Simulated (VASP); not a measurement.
Input of a VASP 6.6.1 run:

Contents of POSCAR:

```
Ti
1.0
   -1.6061278547      1.6061278547      1.6061278547
    1.6061278547     -1.6061278547      1.6061278547
    1.6061278547      1.6061278547     -1.6061278547
Ti
1
Direct
    0.0000000000      0.0000000000      0.0000000000
```

INCAR.step1

```
SYSTEM = Ti
PREC = Accurate
ENCUT = 520
ISMEAR = -1
SIGMA = 0.1
LREAL = .False.
LASPH = .True.
NELM = 80
NBANDS = 12
GGA = PE
ALGO = Normal
EDIFF = 1E-4
LWAVE = .True.
LCHARG = .False.
```

INCAR.step2

```
SYSTEM = Ti
PREC = Accurate
ENCUT = 520
EDIFF = 1E-6
ISMEAR = -1
SIGMA = 0.1
LREAL = .False.
LASPH = .True.
NELM = 80
ALGO = Normal
ISIF = 2
LWAVE = .False.
LCHARG = .False.
METAGGA = R2SCAN
LMIXTAU = .True.
NBANDS = 12
ISTART = 1
```

File KPOINTS:

```
regular mesh
0
Gamma
  15 15 15
  0 0 0
```

Potentials or basis: VASP PAW PBE potentials, release 64 (Ti_sv).

Launch:

```console
$ cat potpaw_PBE.64/Ti_sv/POTCAR > POTCAR
$ cp INCAR.step1 INCAR
$ mpirun -np 1 vasp_std > vasp.out
$ cp INCAR.step2 INCAR
$ mpirun -np 1 vasp_std > vasp.out
```

(1) What does it give for the band gap on the k mesh?

(2) Estimate the pressure.

Results:

(1) zero (bands 6 and 7 overlap by 1.91 eV).

(2) 5.1 GPa.

Caveat: the cell stands under pressure; the PAW data sets were made with another functional, which shifts forces and pressure a little.
